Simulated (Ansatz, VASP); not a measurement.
**LiH in VASP and in Ansatz**

INCAR

```
PREC = Accurate ; ENCUT = 520
EDIFF = 1E-8 ; ISMEAR = -1
SIGMA = 0.03 ; LREAL = F
LASPH = T ; NELM = 100
ALGO = Normal ; ISIF = 2
LWAVE = F ; LCHARG = F
LEFG = T ; NBANDS = 9
```

The input KPOINTS:

```
regular mesh
0
Gamma
  11 11 11
```

POSCAR

```
LiH
1.0
    0.0000000000      2.0050304164      2.0050304164
    2.0050304164      0.0000000000      2.0050304164
    2.0050304164      2.0050304164      0.0000000000
Li H
1 1
Direct
    0.0000000000      0.0000000000      0.0000000000
    0.5000000000      0.5000000000      0.5000000000
```

Input for Ansatz:

```yaml
crystal:
  lattice:
    - [0.0, 2.0050304164, 2.0050304164]
    - [2.0050304164, 0.0, 2.0050304164]
    - [2.0050304164, 2.0050304164, 0.0]
  atoms:
    - { symbol: Li, position: [0.0, 0.0, 0.0] }
    - { symbol: H, position: [0.5, 0.5, 0.5] }
kpoints:
  mp_grid: { grid: [11, 11, 11] }
scf:
  occupations: { method: fermi_dirac, width: 0.03 }
hamiltonian:
  xc: lda
  pseudopotentials: { kind: all_electron, datasets: crystal }
output:
  forces: true
  stress: true
  eigenvalues: true
  efg: { contact_densities: true }
```

Change from the starting cell: volume scaled by 0.96, crystal datasets.

Alike in both runs: task electric field gradients; functional LDA; k mesh 11 × 11 × 11; occupations fermi-dirac, width 0.03 eV; no spin polarisation.

|  | VASP | Ansatz |
| --- | --- | --- |
| version | VASP 6.6.1 | Ansatz 0.2.0 |
| potentials or method | VASP PAW LDA potentials, release 64 (Li_sv, H), cutoff 520 eV | all-electron PAW with datasets made for the crystal, scalar-relativistic |

```tsv
	VASP	Ansatz	Ansatz less VASP
gap on the k mesh at the Fermi level (eV)	2.81	2.82	+0.010
```

LDA's correlation is that of Perdew and Zunger in VASP and of Perdew and Wang (1992) in Ansatz. Ansatz ran all-electron here, and VASP with PAW potentials.

Noted on VASP's run: the cutoff is short for stress, so the pressure is rough.
